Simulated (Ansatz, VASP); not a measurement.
MgCd2SeS2: VASP beside Ansatz

Contents of INCAR:

```
SYSTEM = MgCd2SeS2
ALGO = Normal
EDIFF = 1E-7
ENCUT = 520
GGA = PE
ISIF = 2
ISMEAR = 0
LASPH = .TRUE.
LCHARG = .FALSE.
LREAL = .FALSE.
LWAVE = .FALSE.
NBANDS = 31
NELM = 80
PREC = Accurate
SIGMA = 0.1
```

The input KPOINTS:

```
k-points
0
G
  6 6 2
  0 0 0
```

POSCAR

```
MgCd2SeS2
1.0
    4.1154009200      0.0000000000      0.0000000000
   -2.0577004600      3.5640417400      0.0000000000
    0.0000000000      0.0000000000     10.0510142600
Mg Cd Se S
1 2 1 2
Direct
    0.6666666700      0.3333333300      0.0000000000
    0.3333333300      0.6666666700      0.0000000000
    0.3333333300      0.6666666700      0.5000000000
    0.0000000000      0.0000000000      0.5000000000
    0.0000000000      0.0000000000      0.3358808200
    0.0000000000      0.0000000000      0.6641191800
```

Input for Ansatz:

```yaml
crystal:
  lattice:
    - [4.11540092, 0.0, 0.0]
    - [-2.05770046, 3.56404174, 0.0]
    - [0.0, 0.0, 10.05101426]
  atoms:
    - { symbol: Mg, position: [0.66666667, 0.33333333, 0.0] }
    - { symbol: Cd, position: [0.33333333, 0.66666667, 0.0] }
    - { symbol: Cd, position: [0.33333333, 0.66666667, 0.5] }
    - { symbol: Se, position: [0.0, 0.0, 0.5] }
    - { symbol: S, position: [0.0, 0.0, 0.33588082] }
    - { symbol: S, position: [0.0, 0.0, 0.66411918] }
basis:
  ecutwfc: 420
kpoints:
  mp_grid: { grid: [6, 6, 2] }
hamiltonian:
  xc: pbe
scf:
  occupations: { method: gaussian, width: 0.1 }
  lower_state_search: "off"
output:
  forces: true
  stress: true
  eigenvalues: true
```

Alike in both runs: task single point; functional PBE; k mesh 6 × 6 × 2; occupations gaussian, width 0.1 eV; no spin polarisation.

|  | VASP | Ansatz |
| --- | --- | --- |
| version | VASP 6.6.1 | Ansatz 0.2.0 |
| potentials or method | VASP PAW PBE potentials, release 64 (Mg, Cd, Se, S), cutoff 520 eV | scalar-relativistic, plane waves, PAW |
| valence electrons in the cell | 44 | 78 |

|  | VASP | Ansatz | Ansatz less VASP |
| --- | --- | --- | --- |
| gap on the k mesh at the Fermi level (eV) | none | none | - |
| rms of the force components (eV/Å) | 10.279 | 10.252 | -0.0271 |

Atom by atom the forces differ by 0.027 eV/Å (rms over components). A gap of «none» marks a metal or a gap that the smearing closes. With one functional, cell and mesh, what is left measures potentials, basis and numerics. VASP's potentials hold 44 valence electrons a cell and Ansatz's 78, so a difference there can come from the potentials and not from the codes.
